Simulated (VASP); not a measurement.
# TePb in VASP: a series of runs

TePb is run at these levels: BHLYP, PBE0, pbe exchange, lda correlation; tasks: single point, relaxation of cell and atoms.

All numbers are computed with VASP 6.6.1; they aren't measurements. Logs are shortened: lines on timing, memory, paths and dates and some standing lists are left out, and cuts for length are marked.

## 1. The cell of the first run

It takes space group Fm-3m (No. 225, cubic). The conventional cell has a = 6.419 Å, b = 6.419 Å, c = 6.419 Å, α = 90.00°, β = 90.00°, γ = 90.00°. Pb (site symmetry m-3m) has 6 Te at 3.21 Å within 4.2 Å. Within 4.2 Å of Te (site symmetry m-3m) lie 6 Pb at 3.21 Å.

## 2. Single point, BHLYP

POSCAR

```
TePb
1.0
    0.0000000000      3.2093147829      3.2093147829
    3.2093147829      0.0000000000      3.2093147829
    3.2093147829      3.2093147829      0.0000000000
Pb Te
1 1
Direct
    0.0000000000      0.0000000000      0.0000000000
    0.5000000000      0.5000000000      0.5000000000
```

INCAR.step1

```
  PREC = Accurate
  ENCUT = 520
  EDIFF = 1E-5
  ISMEAR = -1
  SIGMA = 0.05
  LREAL = F
  LASPH = T
  NELM = 60
  ALGO = Normal
  ISIF = 2
  LWAVE = T
  LCHARG = F
  GGA = PE
  NBANDS = 17
```

INCAR.step2

```
  PREC = Accurate
  ENCUT = 520
  EDIFF = 1E-6
  ISMEAR = -1
  SIGMA = 0.05
  LREAL = F
  LASPH = T
  NELM = 60
  ALGO = Normal
  ISIF = 2
  LWAVE = F
  LCHARG = F
  GGA = B5
  LHFCALC = T
  AEXX = 0.5
  ALDAX = 0.5
  AGGAX = 0.5
  AGGAC = 1.0
  ALDAC = 0.0
  PRECFOCK = Normal
  ISTART = 1
  NBANDS = 17
```

KPOINTS

```
regular mesh
0
Gamma
  4 4 4
```

Potentials or basis: VASP PAW PBE potentials, release 64 (Pb_d, Te).

Started as:

```bash
$ cat potpaw_PBE.64/Pb_d/POTCAR potpaw_PBE.64/Te/POTCAR > POTCAR
$ cp INCAR.step1 INCAR
$ mpirun -np 1 vasp_std > vasp.out
$ cp INCAR.step2 INCAR
$ mpirun -np 1 vasp_std > vasp.out
```

OUTCAR:

```text
PREC = Accurate
   ENCUT = 520
   EDIFF = 1E-6
   ISMEAR = -1
   LREAL = F
   LASPH = T
   NELM = 60
   ISIF = 2
   GGA = B5
   LHFCALC = T
   AEXX = 0.5
   PRECFOCK = Normal
   ISTART = 1

 ion  position               nearest neighbor table
   1  0.000  0.000  0.000-   2 3.21   2 3.21   2 3.21   2 3.21   2 3.21   2 3.21
   2  0.500  0.500  0.500-   1 3.21   1 3.21   1 3.21   1 3.21   1 3.21   1 3.21

  LATTYP: Found a face centered cubic cell.
 ALAT       =     6.4186295658

  Lattice vectors:

 A1 = (   0.0000000000,   3.2093147829,   3.2093147829)
 A2 = (   3.2093147829,   0.0000000000,   3.2093147829)
 A3 = (   3.2093147829,   3.2093147829,   0.0000000000)

Analysis of symmetry for initial positions (statically):
=====================================================================
 Subroutine PRICEL returns:
 Original cell was already a primitive cell.

 Routine SETGRP: Setting up the symmetry group for a
 face centered cubic supercell.

 Subroutine GETGRP returns: Found 48 space group operations
 (whereof 48 operations were pure point group operations)
 out of a pool of 48 trial point group operations.

The static configuration has the point symmetry O_h .

Analysis of symmetry for dynamics (positions and initial velocities):
=====================================================================
 Subroutine PRICEL returns:
 Original cell was already a primitive cell.

 Routine SETGRP: Setting up the symmetry group for a
 face centered cubic supercell.

 Subroutine GETGRP returns: Found 48 space group operations
 (whereof 48 operations were pure point group operations)
 out of a pool of 48 trial point group operations.

The dynamic configuration has the point symmetry O_h .

 Subroutine INISYM returns: Found 48 space group operations
 (whereof 48 operations are pure point group operations),
 and found     1 'primitive' translations

----------------------------------------------------------------------------------------

                                     Primitive cell

  volume of cell :      66.1100

  direct lattice vectors                    reciprocal lattice vectors
     0.000000000  3.209314783  3.209314783    -0.155796497  0.155796497  0.155796497
     3.209314783  0.000000000  3.209314783     0.155796497 -0.155796497  0.155796497
     3.209314783  3.209314783  0.000000000     0.155796497  0.155796497 -0.155796497

  length of vectors
     4.538656492  4.538656492  4.538656492     0.269847448  0.269847448  0.269847448

  position of ions in fractional coordinates (direct lattice)
     0.000000000  0.000000000  0.000000000
     0.500000000  0.500000000  0.500000000

  ion indices of the primitive-cell ions
   primitive index   ion index
                 1           1
                 2           2

----------------------------------------------------------------------------------------

 KPOINTS: regular mesh

Automatic generation of k-mesh.
 Grid dimensions read from file:
 generate k-points for:    4    4    4

 Generating k-lattice:

  Cartesian coordinates                     Fractional coordinates (reciprocal lattice)
    -0.038949124  0.038949124  0.038949124     0.250000000  0.000000000  0.000000000
     0.038949124 -0.038949124  0.038949124     0.000000000  0.250000000  0.000000000
     0.038949124  0.038949124 -0.038949124     0.000000000  0.000000000  0.250000000

  Length of vectors
     0.067461862  0.067461862  0.067461862

  Shift w.r.t. Gamma in fractional coordinates (k-lattice)
     0.000000000  0.000000000  0.000000000

 Subroutine IBZKPT returns following result:
 ===========================================

 Found      8 irreducible k-points:

 Following reciprocal coordinates:
            Coordinates               Weight
  0.000000  0.000000  0.000000      1.000000
  0.250000  0.000000  0.000000      8.000000
  0.500000  0.000000  0.000000      4.000000
  0.250000  0.250000  0.000000      6.000000
  0.500000  0.250000  0.000000     24.000000
 -0.250000  0.250000  0.000000     12.000000
  0.500000  0.500000  0.000000      3.000000
 -0.250000  0.500000  0.250000      6.000000
   k-points           NKPTS =      8   k-points in BZ     NKDIM =     64   number of bands    NBANDS=     17
   number of dos      NEDOS =    301   number of ions     NIONS =      2
   total plane-waves  NPLWV =  46656
   dimension x,y,z NGX =    36 NGY =   36 NGZ =   36
   dimension x,y,z NGXF=    72 NGYF=   72 NGZF=   72
   ions per type =               1   1
   NGX,Y,Z   is equivalent  to a cutoff of  13.19, 13.19, 13.19 a.u.
   NGXF,Y,Z  is equivalent  to a cutoff of  26.37, 26.37, 26.37 a.u.
 SYSTEM =  unknown system
   PREC   = accura    normal or accurate (medium, high low for compatibility)
   ISTART =      1    job   : 0-new  1-cont  2-samecut
   ICHARG =      0    charge: 1-file 2-atom 10-const
   ISPIN  =      1    spin polarized calculation?
   LNONCOLLINEAR =      F non collinear calculations
   LSORBIT =      F    spin-orbit coupling
   LASPH  =      T    aspherical Exc in radial PAW
   ENCUT  =  520.0 eV  38.22 Ry    6.18 a.u.   8.44  8.44  8.44*2*pi/ulx,y,z
   NELM   =     60;   NELMIN=  2; NELMDL=  0     # of ELM steps
   EDIFF  = 0.1E-05   stopping-criterion for ELM
   LREAL  =      F    real-space projection
   EDIFFG = 0.1E-04   stopping-criterion for IOM
   NSW    =      0    number of steps for IOM
   IBRION =     -1    ionic relax: 0-MD 1-quasi-New 2-CG
   NFREE  =      0    steps in history (QN), initial steepest desc. (CG)
   ISIF   =      2    stress and relaxation
   ISYM   =      3    0-nonsym 1-usesym 2-fastsym
   POTIM  = 0.5000    time-step for ionic-motion
   TEBEG  =    0.0;   TEEND  =   0.0 temperature during run
   PSTRESS=    0.0 pullay stress
   NELECT =      20.0000    total number of electrons
   NUPDOWN=      -1.0000    fix difference up-down
   EMIN   =  10.00;   EMAX   =-10.00  energy-range for DOS
   EFERMI =   0.00;   METHOD = LEGACY
   ISMEAR =    -1;   SIGMA  =   0.05  broadening in eV -4-tet -1-fermi 0-gaus
   EFERMI_NEDOS =   21; number of points for ismear=-14 and -15
   IALGO  =     38    algorithm
   IMIX   =      1    mixing-type and parameters
     AMIX     =   0.40;   BMIX     =  1.00
     AMIX_MAG =   1.60;   BMIX_MAG =  1.00
  volume/ion in A,a.u.               =      33.05       223.07
  Fermi-wavevector in a.u.,A,eV,Ry     =   1.098995  2.076800 16.432991  1.207791
  Thomas-Fermi vector in A             =   2.235382
   LORBIT       =      0    0 simple, 1 ext, 2 COOP (PROOUT), +10 PAW based schemes
   GGA     = B5    functional components
   LHFCALC =     T    Hartree Fock is set to
   PRECFOCK=normal    Normal, Fast or Accurate (Low or Medium for compatibility)
   ENCUT4O =  -1.0   cutoff for four orbital integrals eV
   NKREDX  =     1    reduce k-point grid by
   NKREDY  =     1    reduce k-point grid by
   NKREDZ  =     1    reduce k-point grid by
   AEXX    =    0.5000 exact exchange contribution
   HFSCREEN=    0.0000 screening length (either q_TF or 0.3 A-1)
   HFSCREENC=   0.0000 screening length for correlation (either q_TF or 0.3 A-1)
   ENCUTFOCK=  -1.0 apply spherical cutoff to Coloumb kernel
   IVDW    =     0    specifies the selected vdW correction
   LEPSILON=     F    determine dielectric tensor
   LRPA    =     F    only Hartree local field effects (RPA)
 non-spin polarized calculation
  energy-cutoff  :      520.00
  volume of cell :       66.11
 maximum number of plane-waves:      1812
 NGX is ok and might be reduce to    36
  NGX = 28; NGY = 28; NGZ = 28

 number of electron      20.0000000 magnetization

 Free energy of the ion-electron system (eV)
  ---------------------------------------------------
  ext. energy  EPLUGINS =         0.00000000
  ---------------------------------------------------
  free energy    TOTEN  =       -11.58193395 eV

  energy without entropy =      -11.58193395  energy(sigma->0) =      -11.58193395

 E-fermi :   6.2028     XC(G=0):  -4.8906

 val. band max:        5.1078940226   @ k =   0.5000   0.0000   0.0000
 cond. band min:       7.9667798453   @ k =   0.5000   0.0000   0.0000
 fundamental gap:      2.8588858227
 Fermi energy:         6.2028385845

 k-point     1 :       0.0000    0.0000    0.0000
  band No.  band energies     occupation
      1     -15.4787      2.00000
      2     -15.4787      2.00000
      3     -15.4426      2.00000
      4     -15.4426      2.00000
      5     -15.4426      2.00000
      6      -9.7780      2.00000
      7      -1.3122      2.00000
      8       3.0799      2.00000
      9       3.0799      2.00000
     10       3.0799      2.00000
     11      11.9681      0.00000
     12      11.9681      0.00000
     13      11.9681      0.00000
     14      13.6465      0.00000
     15      13.6465      0.00000
     16      13.6465      0.00000
     17      15.4912      0.00000

 k-point     2 :       0.2500    0.0000    0.0000
  band No.  band energies     occupation
      1     -15.4896      2.00000
      2     -15.4896      2.00000
      3     -15.4419      2.00000
      4     -15.4346      2.00000
      5     -15.4346      2.00000
      6      -9.1305      2.00000
      7      -3.3634      2.00000
      8       3.3102      2.00000
      9       3.3102      2.00000
     10       4.2795      2.00000
     11       9.5400      0.00000
     12       9.8703      0.00000
     13       9.8703      0.00000
     14      13.9114      0.00000
     15      14.9181      0.00000
     16      14.9181      0.00000
     17      18.7710      0.00000

 k-point     3 :       0.5000    0.0000    0.0000
  band No.  band energies     occupation
      1     -15.5014      2.00000
      2     -15.5014      2.00000
      3     -15.4417      2.00000
      4     -15.4255      2.00000
      5     -15.4255      2.00000
      6      -7.9732      2.00000
      7      -5.4659      2.00000
      8       3.6357      2.00000
      9       3.6357      2.00000
     10       5.1079      2.00000
     11       7.9668      0.00000
     12       8.4556      0.00000
     13       8.4556      0.00000
     14      16.7788      0.00000
     15      17.5546      0.00000
     16      17.5849      0.00000
     17      17.5849      0.00000

 k-point     4 :       0.2500    0.2500    0.0000
  band No.  band energies     occupation
      1     -15.5150      2.00000
      2     -15.4730      2.00000
      3     -15.4480      2.00000
      4     -15.4295      2.00000
      5     -15.4295      2.00000
      6      -8.9218      2.00000
      7      -3.0745      2.00000
      8       2.1007      2.00000
      9       2.1007      2.00000
     10       3.3021      2.00000
     11       9.9801      0.00000
     12      11.7070      0.00000
     13      12.4481      0.00000
     14      12.4481      0.00000
     15      16.6839      0.00000
     16      16.6839      0.00000
     17      16.6947      0.00000

 k-point     5 :       0.5000    0.2500    0.0000
  band No.  band energies     occupation
      1     -15.5293      2.00000
      2     -15.4837      2.00000
      3     -15.4434      2.00000
      4     -15.4255      2.00000
      5     -15.4210      2.00000
      6      -7.8381      2.00000
      7      -4.6553      2.00000
      8       0.9200      2.00000
      9       2.1765      2.00000
     10       2.6848      2.00000
     11      10.7714      0.00000
     12      11.0260      0.00000
     13      12.4045      0.00000
     14      13.0459      0.00000
     15      17.5615      0.00000
     16      18.0641      0.00000
     17      18.9904      0.00000

 k-point     6 :      -0.2500    0.2500    0.0000
  band No.  band energies     occupation
      1     -15.5048      2.00000
      2     -15.4982      2.00000
      3     -15.4363      2.00000
      4     -15.4310      2.00000
      5     -15.4282      2.00000
      6      -8.2037      2.00000
      7      -4.5413      2.00000
      8       0.9514      2.00000
      9       3.4622      2.00000
     10       4.3489      2.00000
     11       8.9464      0.00000
     12       9.0171      0.00000
     13      12.5911      0.00000
     14      15.0094      0.00000
     15      15.3207      0.00000
     16      16.8939      0.00000
     17      17.7157      0.00000

 k-point     7 :       0.5000    0.5000    0.0000
  band No.  band energies     occupation
      1     -15.5589      2.00000
      2     -15.4674      2.00000
      3     -15.4534      2.00000
      4     -15.4153      2.00000
      5     -15.4153      2.00000
      6      -7.6264      2.00000
      7      -3.6010      2.00000
      8      -0.8239      2.00000
      9       1.2960      2.00000
     10       1.2960      2.00000
     11      10.8279      0.00000
     12      13.6515      0.00000
     13      13.6515      0.00000
     14      15.1725      0.00000
     15      18.5118      0.00000
     16      19.2752      0.00000
     17      19.6677      0.00000

 k-point     8 :      -0.2500    0.5000    0.2500
  band No.  band energies     occupation
      1     -15.5360      2.00000
      2     -15.4863      2.00000
      3     -15.4351      2.00000
      4     -15.4351      2.00000
      5     -15.4153      2.00000
      6      -7.4345      2.00000
      7      -4.5821      2.00000
      8       0.0765      2.00000
      9       0.0765      2.00000
     10       4.4445      2.00000
     11       8.9800      0.00000
     12      13.1962      0.00000
     13      13.1962      0.00000
     14      15.1098      0.00000
     15      15.1098      0.00000
     16      19.4433      0.00000
     17      19.6919      0.00000

------------------------ aborting loop because EDIFF is reached ----------------------------------------

  FORCE on cell =-STRESS in cart. coord.  units (eV):
  Direction    XX          YY          ZZ          XY          YZ          ZX
  --------------------------------------------------------------------------------------
  -------------------------------------------------------------------------------------
  Total        1.7155746      1.7155746      1.7155746     -0.0000000     -0.0000000     -0.0000000
  in kB       41.5770081     41.5770081     41.5770081     -0.0000000     -0.0000000     -0.0000000
  external PRESSURE =      41.5770081 kB  Pullay stress =       0.0000000 kB

 VOLUME and BASIS-vectors are now :
 -----------------------------------------------------------------------------
  energy-cutoff  :      520.00
  volume of cell :       66.11
      direct lattice vectors                 reciprocal lattice vectors
     0.000000000  3.209314783  3.209314783    -0.155796497  0.155796497  0.155796497
     3.209314783  0.000000000  3.209314783     0.155796497 -0.155796497  0.155796497
     3.209314783  3.209314783  0.000000000     0.155796497  0.155796497 -0.155796497

 POSITION                                       TOTAL-FORCE (eV/Angst)
 -----------------------------------------------------------------------------------
      0.00000      0.00000      0.00000         0.000000      0.000000      0.000000
      3.20931      3.20931      3.20931        -0.000000     -0.000000     -0.000000
 -----------------------------------------------------------------------------------
    total drift:                                0.000002      0.000001     -0.000005

  FREE ENERGIE OF THE ION-ELECTRON SYSTEM (eV)
  ---------------------------------------------------
  free  energy   TOTEN  =       -11.5819339509 eV

  energy  without entropy=      -11.5819339509  energy(sigma->0) =      -11.58193395
```

Wall time 22 min (1 thread of Intel Xeon Platinum 8259CL at 2.50GHz (Skylake/Cascade Lake), shared host); peak memory 0.22 GiB.

Results:

```
Free energy            : -11.5819 eV
Pressure               : 4.2 GPa
Band gap on the k mesh : 2.86 eV
```

Caveat: the k points lie up to 0.42 Å⁻¹ apart; the PAW data sets were made with another functional, which shifts forces and pressure a little; spin-orbit coupling is left out, which moves the levels of the heavy elements.

(Part 1 of 3 ends here.)
